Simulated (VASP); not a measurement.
# Rb (Pm-3n) in VASP: single point with LDA

Aim: the single point of Rb with LDA.

Everything below comes from runs of VASP 6.6.1. Logs are shortened: lines on timing, memory, paths and dates and some standing lists are left out, and cuts for length are marked.

## Step 1: The cell of the first run

The structure is cubic, space group Pm-3n (No. 223). Conventional cell: a = 8.572 Å, b = 8.572 Å, c = 8.572 Å, α = 90.00°, β = 90.00°, γ = 90.00°. Rb (site symmetry -4m2) has 14 Rb at 4.29 to 5.25 Å within 5.6 Å.

## Step 2: Single point, LDA

Input file INCAR:

```
SYSTEM = Rb
PREC = Accurate ; ENCUT = 520
EDIFF = 1E-6 ; ISMEAR = -1
SIGMA = 0.1 ; LREAL = .False.
LASPH = .True. ; NELM = 80
ALGO = Normal ; ISIF = 2
LWAVE = .False. ; LCHARG = .False.
GGA = CA ; NBANDS = 46
```

Input file KPOINTS:

```
Automatic mesh
0
Gamma
  4 4 4
  0 0 0
```

Input file POSCAR:

```
Rb
1.0
    8.5718419879      0.0000000000      0.0000000000
    0.0000000000      8.5718419879      0.0000000000
    0.0000000000      0.0000000000      8.5718419879
Rb
8
Direct
    0.0000000000      1.0000000000      0.0000000000
    0.5000000000      0.5000000000      0.5000000000
    0.2500000000      0.0000000000      0.5000000000
    0.7500000000      1.0000000000      0.5000000000
    0.5000000000      0.2500000000      1.0000000000
    0.5000000000      0.7500000000      1.0000000000
    1.0000000000      0.5000000000      0.2500000000
    1.0000000000      0.5000000000      0.7500000000
```

Potentials or basis: VASP PAW LDA potentials, release 64 (Rb_sv).

On the command line:

```console
cat potpaw_LDA.64/Rb_sv/POTCAR > POTCAR
mpirun -np 1 vasp_std > vasp.out
```

OUTCAR:

```text
SYSTEM = Rb
   PREC = Accurate
   ENCUT = 520
   EDIFF = 1E-6
   ISMEAR = -1
   LREAL = .False.
   LASPH = .True.
   NELM = 80
   ISIF = 2
   GGA = CA

 ion  position               nearest neighbor table
   1  0.000  0.000  0.000-   3 4.79   4 4.79   5 4.79   6 4.79   7 4.79   8 4.79   3 4.79   4 4.79
                             7 4.79   8 4.79   5 4.79   6 4.79
   2  0.500  0.500  0.500-   3 4.79   4 4.79   5 4.79   6 4.79   7 4.79   8 4.79   5 4.79   6 4.79
                             3 4.79   4 4.79   7 4.79   8 4.79
   3  0.250  0.000  0.500-   4 4.29   4 4.29   1 4.79   1 4.79   2 4.79   2 4.79   8 5.25   5 5.25
                             5 5.25   6 5.25   6 5.25   7 5.25   8 5.25   7 5.25
   4  0.750  0.000  0.500-   3 4.29   3 4.29   1 4.79   1 4.79   2 4.79   2 4.79   8 5.25   5 5.25
                             5 5.25   6 5.25   6 5.25   7 5.25   8 5.25   7 5.25
   5  0.500  0.250  0.000-   6 4.29   6 4.29   1 4.79   2 4.79   2 4.79   1 4.79   8 5.25   4 5.25
                             3 5.25   4 5.25   3 5.25   7 5.25   7 5.25   8 5.25
   6  0.500  0.750  0.000-   5 4.29   5 4.29   1 4.79   2 4.79   2 4.79   1 4.79   8 5.25   4 5.25
                             3 5.25   4 5.25   3 5.25   7 5.25   7 5.25   8 5.25
   7  0.000  0.500  0.250-   8 4.29   8 4.29   1 4.79   2 4.79   1 4.79   2 4.79   3 5.25   4 5.25
                             5 5.25   3 5.25   4 5.25   6 5.25   5 5.25   6 5.25
   8  0.000  0.500  0.750-   7 4.29   7 4.29   1 4.79   2 4.79   1 4.79   2 4.79   3 5.25   4 5.25
                             5 5.25   3 5.25   4 5.25   6 5.25   5 5.25   6 5.25

  LATTYP: Found a simple cubic cell.
 ALAT       =     8.5718419879

  Lattice vectors:

 A1 = (   8.5718419879,   0.0000000000,   0.0000000000)
 A2 = (   0.0000000000,   8.5718419879,   0.0000000000)
 A3 = (   0.0000000000,   0.0000000000,   8.5718419879)

Analysis of symmetry for initial positions (statically):
=====================================================================
 Subroutine PRICEL returns:
 Original cell was already a primitive cell.

 Routine SETGRP: Setting up the symmetry group for a
 simple cubic supercell.

 Subroutine GETGRP returns: Found 48 space group operations
 (whereof 24 operations were pure point group operations)
 out of a pool of 48 trial point group operations.

The static configuration has the point symmetry T_h .
 The point group associated with its full space group is O_h .

Analysis of symmetry for dynamics (positions and initial velocities):
=====================================================================
 Subroutine PRICEL returns:
 Original cell was already a primitive cell.

 Routine SETGRP: Setting up the symmetry group for a
 simple cubic supercell.

 Subroutine GETGRP returns: Found 48 space group operations
 (whereof 24 operations were pure point group operations)
 out of a pool of 48 trial point group operations.

The dynamic configuration has the point symmetry T_h .
 The point group associated with its full space group is O_h .

 Subroutine INISYM returns: Found 48 space group operations
 (whereof 24 operations are pure point group operations),
 and found     1 'primitive' translations

----------------------------------------------------------------------------------------

                                     Primitive cell

  volume of cell :     629.8287

  direct lattice vectors                    reciprocal lattice vectors
     8.571841988  0.000000000  0.000000000     0.116661040  0.000000000  0.000000000
     0.000000000  8.571841988  0.000000000     0.000000000  0.116661040  0.000000000
     0.000000000  0.000000000  8.571841988     0.000000000  0.000000000  0.116661040

  length of vectors
     8.571841988  8.571841988  8.571841988     0.116661040  0.116661040  0.116661040

  position of ions in fractional coordinates (direct lattice)
     0.000000000  0.000000000  0.000000000
     0.500000000  0.500000000  0.500000000
     0.250000000  0.000000000  0.500000000
     0.750000000  0.000000000  0.500000000
     0.500000000  0.250000000  0.000000000
     0.500000000  0.750000000  0.000000000
     0.000000000  0.500000000  0.250000000
     0.000000000  0.500000000  0.750000000

  ion indices of the primitive-cell ions
   primitive index   ion index
                 1           1
                 2           2
                 3           3
                 4           4
                 5           5
                 6           6
                 7           7
                 8           8

----------------------------------------------------------------------------------------

 KPOINTS: Automatic mesh

Automatic generation of k-mesh.
 Grid dimensions read from file:
 generate k-points for:    4    4    4

 Generating k-lattice:

  Cartesian coordinates                     Fractional coordinates (reciprocal lattice)
     0.029165260  0.000000000  0.000000000     0.250000000  0.000000000  0.000000000
     0.000000000  0.029165260  0.000000000     0.000000000  0.250000000  0.000000000
     0.000000000  0.000000000  0.029165260     0.000000000  0.000000000  0.250000000

  Length of vectors
     0.029165260  0.029165260  0.029165260

  Shift w.r.t. Gamma in fractional coordinates (k-lattice)
     0.000000000  0.000000000  0.000000000

 Subroutine IBZKPT returns following result:
 ===========================================

 Found     10 irreducible k-points:

 Following reciprocal coordinates:
            Coordinates               Weight
  0.000000  0.000000  0.000000      1.000000
  0.250000  0.000000  0.000000      6.000000
  0.500000  0.000000  0.000000      3.000000
  0.250000  0.250000  0.000000     12.000000
  0.500000  0.250000  0.000000     12.000000
  0.500000  0.500000  0.000000      3.000000
  0.250000  0.250000  0.250000      8.000000
  0.500000  0.250000  0.250000     12.000000
  0.500000  0.500000  0.250000      6.000000
  0.500000  0.500000  0.500000      1.000000
   k-points           NKPTS =     10   k-points in BZ     NKDIM =     10   number of bands    NBANDS=     46
   number of dos      NEDOS =    301   number of ions     NIONS =      8
   total plane-waves  NPLWV = 262144
   dimension x,y,z NGX =    64 NGY =   64 NGZ =   64
   dimension x,y,z NGXF=   128 NGYF=  128 NGZF=  128
   ions per type =               8
   NGX,Y,Z   is equivalent  to a cutoff of  12.41, 12.41, 12.41 a.u.
   NGXF,Y,Z  is equivalent  to a cutoff of  24.82, 24.82, 24.82 a.u.
 SYSTEM =  Rb
   PREC   = accura    normal or accurate (medium, high low for compatibility)
   ISTART =      0    job   : 0-new  1-cont  2-samecut
   ICHARG =      2    charge: 1-file 2-atom 10-const
   ISPIN  =      1    spin polarized calculation?
   LNONCOLLINEAR =      F non collinear calculations
   LSORBIT =      F    spin-orbit coupling
   LASPH  =      T    aspherical Exc in radial PAW
   ENCUT  =  520.0 eV  38.22 Ry    6.18 a.u.  15.94 15.94 15.94*2*pi/ulx,y,z
   NELM   =     80;   NELMIN=  2; NELMDL= -5     # of ELM steps
   EDIFF  = 0.1E-05   stopping-criterion for ELM
   LREAL  =      F    real-space projection
   EDIFFG = 0.1E-04   stopping-criterion for IOM
   NSW    =      0    number of steps for IOM
   IBRION =     -1    ionic relax: 0-MD 1-quasi-New 2-CG
   NFREE  =      0    steps in history (QN), initial steepest desc. (CG)
   ISIF   =      2    stress and relaxation
   ISYM   =      2    0-nonsym 1-usesym 2-fastsym
   POTIM  = 0.5000    time-step for ionic-motion
   TEBEG  =    0.0;   TEEND  =   0.0 temperature during run
   PSTRESS=    0.0 pullay stress
   NELECT =      72.0000    total number of electrons
   NUPDOWN=      -1.0000    fix difference up-down
   EMIN   =  10.00;   EMAX   =-10.00  energy-range for DOS
   EFERMI =   0.00;   METHOD = LEGACY
   ISMEAR =    -1;   SIGMA  =   0.10  broadening in eV -4-tet -1-fermi 0-gaus
   EFERMI_NEDOS =   21; number of points for ismear=-14 and -15
   IALGO  =     38    algorithm
   IMIX   =      4    mixing-type and parameters
     AMIX     =   0.40;   BMIX     =  1.00
     AMIX_MAG =   1.60;   BMIX_MAG =  1.00
  volume/ion in A,a.u.               =      78.73       531.29
  Fermi-wavevector in a.u.,A,eV,Ry     =   0.794532  1.501448  8.589105  0.631281
  Thomas-Fermi vector in A             =   1.900683
   LORBIT       =      0    0 simple, 1 ext, 2 COOP (PROOUT), +10 PAW based schemes
   GGA     = CA    functional components
   LHFCALC =     F    Hartree Fock is set to
   AEXX    =    0.0000 exact exchange contribution
   IVDW    =     0    specifies the selected vdW correction
   LEPSILON=     F    determine dielectric tensor
   LRPA    =     F    only Hartree local field effects (RPA)
 non-spin polarized calculation
  energy-cutoff  :      520.00
  volume of cell :      629.83
 maximum number of plane-waves:     17071
 NGX is ok and might be reduce to    64
   NGX = 31   NGY = 31   NGZ = 31

 number of electron      72.0000001 magnetization

 Free energy of the ion-electron system (eV)
  ---------------------------------------------------
  ext. energy  EPLUGINS =         0.00000000
  ---------------------------------------------------
  free energy    TOTEN  =        -8.52768337 eV

  energy without entropy =       -8.32157306  energy(sigma->0) =       -8.42462822

 E-fermi :   0.1269     XC(G=0):  -6.0559

 val. band max:        0.0545172442   @ k =   0.0000   0.0000   0.0000
 cond. band min:       0.1522238837   @ k =   0.2500   0.0000   0.0000
 fundamental gap:      0.0977066395
 Fermi energy:         0.1269466447

 k-point     1 :       0.0000    0.0000    0.0000
  band No.  band energies     occupation
      1     -28.6092      2.00000
      2     -28.6055      2.00000
      3     -28.6055      2.00000
      4     -28.5942      2.00000
      5     -28.5942      2.00000
      6     -28.5942      2.00000
[... 38 lines left out ...]
     45       1.5343      0.00000
     46       1.6708      0.00000

 k-point     2 :       0.2500    0.0000    0.0000
  band No.  band energies     occupation
      1     -28.6082      2.00000
      2     -28.6057      2.00000
      3     -28.6042      2.00000
      4     -28.5963      2.00000
      5     -28.5942      2.00000
      6     -28.5942      2.00000
[... 38 lines left out ...]
     45       1.6704      0.00000
     46       1.6704      0.00000

 k-point     3 :       0.5000    0.0000    0.0000
  band No.  band energies     occupation
      1     -28.6067      2.00000
      2     -28.6067      2.00000
      3     -28.6005      2.00000
      4     -28.6005      2.00000
      5     -28.5942      2.00000
      6     -28.5942      2.00000
[... 38 lines left out ...]
     45       1.7804      0.00000
     46       1.7806      0.00000

 k-point     4 :       0.2500    0.2500    0.0000
  band No.  band energies     occupation
      1     -28.6073      2.00000
      2     -28.6050      2.00000
      3     -28.6039      2.00000
      4     -28.5964      2.00000
      5     -28.5960      2.00000
      6     -28.5942      2.00000
[... 38 lines left out ...]
     45       1.7272      0.00000
     46       1.7405      0.00000

 k-point     5 :       0.5000    0.2500    0.0000
  band No.  band energies     occupation
      1     -28.6065      2.00000
      2     -28.6049      2.00000
      3     -28.6006      2.00000
      4     -28.6002      2.00000
      5     -28.5961      2.00000
      6     -28.5942      2.00000
[... 38 lines left out ...]
     45       1.6910      0.00000
     46       1.6935      0.00000

 k-point     6 :       0.5000    0.5000    0.0000
  band No.  band energies     occupation
      1     -28.6062      2.00000
      2     -28.6009      2.00000
      3     -28.6007      2.00000
      4     -28.6007      2.00000
      5     -28.5994      2.00000
      6     -28.5942      2.00000
[... 38 lines left out ...]
     45       2.0740      0.00000
     46       2.0842      0.00000

 k-point     7 :       0.2500    0.2500    0.2500
  band No.  band energies     occupation
      1     -28.6061      2.00000
      2     -28.6040      2.00000
      3     -28.6040      2.00000
      4     -28.5964      2.00000
      5     -28.5960      2.00000
      6     -28.5960      2.00000
[... 38 lines left out ...]
     45       1.7911      0.00000
     46       1.9697      0.00000

 k-point     8 :       0.5000    0.2500    0.2500
  band No.  band energies     occupation
      1     -28.6047      2.00000
      2     -28.6047      2.00000
      3     -28.6004      2.00000
      4     -28.6004      2.00000
      5     -28.5960      2.00000
      6     -28.5960      2.00000
[... 38 lines left out ...]
     45       1.9939      0.00000
     46       1.9985      0.00000

 k-point     9 :       0.5000    0.5000    0.2500
  band No.  band energies     occupation
      1     -28.6045      2.00000
      2     -28.6007      2.00000
      3     -28.6005      2.00000
      4     -28.6005      2.00000
      5     -28.5997      2.00000
      6     -28.5959      2.00000
[... 38 lines left out ...]
     45       2.1147      0.00000
     46       2.1237      0.00000

 k-point    10 :       0.5000    0.5000    0.5000
  band No.  band energies     occupation
      1     -28.6002      2.00000
      2     -28.6002      2.00000
      3     -28.6002      2.00000
      4     -28.6002      2.00000
      5     -28.6002      2.00000
      6     -28.6002      2.00000
[... 38 lines left out ...]
     45       2.2921      0.00000
     46       2.2926      0.00000

------------------------ aborting loop because EDIFF is reached ----------------------------------------

  FORCE on cell =-STRESS in cart. coord.  units (eV):
  Direction    XX          YY          ZZ          XY          YZ          ZX
  --------------------------------------------------------------------------------------
  -------------------------------------------------------------------------------------
  Total       -0.0456851     -0.0456851     -0.0456851     -0.0000000     -0.0000000     -0.0000000
  in kB       -0.1162150     -0.1162150     -0.1162150     -0.0000000     -0.0000000     -0.0000000
  external PRESSURE =      -0.1162150 kB  Pullay stress =       0.0000000 kB

 VOLUME and BASIS-vectors are now :
 -----------------------------------------------------------------------------
  energy-cutoff  :      520.00
  volume of cell :      629.83
      direct lattice vectors                 reciprocal lattice vectors
     8.571841988  0.000000000  0.000000000     0.116661040  0.000000000  0.000000000
     0.000000000  8.571841988  0.000000000     0.000000000  0.116661040  0.000000000
     0.000000000  0.000000000  8.571841988     0.000000000  0.000000000  0.116661040

 POSITION                                       TOTAL-FORCE (eV/Angst)
 -----------------------------------------------------------------------------------
      0.00000      0.00000      0.00000         0.000000     -0.000000      0.000000
      4.28592      4.28592      4.28592         0.000000     -0.000000      0.000000
      2.14296      0.00000      4.28592        -0.000000     -0.000000      0.000000
      6.42888      0.00000      4.28592         0.000000     -0.000000      0.000000
      4.28592      2.14296      0.00000         0.000000     -0.000000      0.000000
      4.28592      6.42888      0.00000         0.000000      0.000000      0.000000
      0.00000      4.28592      2.14296         0.000000     -0.000000     -0.000000
      0.00000      4.28592      6.42888         0.000000     -0.000000     -0.000000
 -----------------------------------------------------------------------------------
    total drift:                                0.000000     -0.000000      0.000000

  FREE ENERGIE OF THE ION-ELECTRON SYSTEM (eV)
  ---------------------------------------------------
  free  energy   TOTEN  =        -8.5276833748 eV

  energy  without entropy=       -8.3215730606  energy(sigma->0) =       -8.42462822
```

It took 3.4 min on 1 thread of Intel Xeon Platinum 8375C at 2.90GHz (Ice Lake), shared host; peak memory 0.51 GiB.

Results:

| Item | Value |
| --- | --- |
| Free energy | -8.5277 eV |
| Pressure | 0.0 GPa |
| Band gap on the k mesh | zero (bands 36 and 37 overlap by 0.64 eV) |

Levels at points of the mesh, in eV from the Fermi level:
```
           k point  band 34  band 35  band 36  band 37  band 38  band 39
(0.00, 0.00, 0.00)    -0.12    -0.12    -0.07     0.30     0.30     0.30
(0.50, 0.00, 0.00)    -1.53     0.25     0.25     0.43     0.43     0.72
(0.50, 0.50, 0.00)    -0.94    -0.94    -0.92     0.58     0.69     0.69
(0.50, 0.50, 0.50)    -0.40    -0.39    -0.39    -0.39    -0.39    -0.39
```
